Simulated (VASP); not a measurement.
**Al3Ru2: single point with PBEsol**

Crystal: Al3Ru2.

```
Al Ru
1.0
     3.21166    0.00000    0.00000
     0.00000    3.21166    0.00000
     0.00000    0.00000   14.89299
Al Ru
6 4
Direct
  0.00000 0.00000 0.00000
  0.50000 0.50000 0.30965
  0.00000 0.00000 0.19035
  0.50000 0.50000 0.50000
  0.00000 0.00000 0.80965
  0.50000 0.50000 0.69035
  0.50000 0.50000 0.10540
  0.00000 0.00000 0.39460
  0.00000 0.00000 0.60540
  0.50000 0.50000 0.89460
```

This cell differs from its parent crystal: equal strain along all axes, cell held: +4.5 %, then relaxed in part.

```yaml
Program: VASP 6.6.1
Task: single point
Functional: PBEsol
Potentials_or_basis: VASP PAW PBE potentials, release 64 (Al, Ru_pv)
Cutoff: 520 eV
k_mesh: 12 × 12 × 4
Occupations: gaussian, width 0.1 eV
Spin: no spin polarisation
Dipole_correction: no
Further_INCAR_settings: ALGO = Fast; EDIFF = 1e-06; NBANDS = 48
```

* Pressure: -18.6 GPa
* Largest force: 0.012 eV/Å
* Band gap on the k mesh: zero (band 37 reaches 9.85 eV, above the bottom of band 38 at 8.22 eV)

Forces in eV/Å, atoms in the order of the input:
```
Al   0.000  0.000  0.000
Al   0.000  0.000 -0.012
Al   0.000  0.000  0.012
Al   0.000  0.000  0.000
Al   0.000  0.000 -0.012
Al   0.000  0.000  0.012
Ru   0.000  0.000 -0.009
Ru   0.000  0.000  0.009
Ru   0.000  0.000 -0.009
Ru   0.000  0.000  0.009
```

Stress tensor (GPa, compression positive):
```
-19.58   0.00   0.00
  0.00 -19.58   0.00
  0.00   0.00 -16.64
```

Levels at points of the mesh, in eV from the Fermi level:
```tsv
k point	band 36	band 37	band 38	band 39	band 40	band 41
(0.00, 0.00, 0.00)	-0.28	-0.20	-0.19	1.96	2.86	3.95
(0.50, 0.00, 0.00)	-0.93	-0.33	-0.33	1.02	1.02	1.22
(0.50, 0.50, 0.00)	0.61	0.80	0.80	0.84	0.84	1.65
(0.00, 0.00, 0.50)	-0.29	-0.19	-0.19	2.23	2.23	4.27
(0.50, 0.00, 0.50)	-0.93	-0.33	-0.33	1.01	1.01	1.22
(0.50, 0.50, 0.50)	0.80	0.84	0.84	1.19	1.19	1.19
```

Run time: 11 min on 1 thread of Oxide Virtual Turin-like Processor, with other jobs on the host, peak memory 0.51 GiB.

Caveat: the cell differs from its parent crystal (equal strain along all axes, cell held: +4.5 %, then relaxed in part); the PAW data sets were made with another functional, which shifts forces and pressure a little.
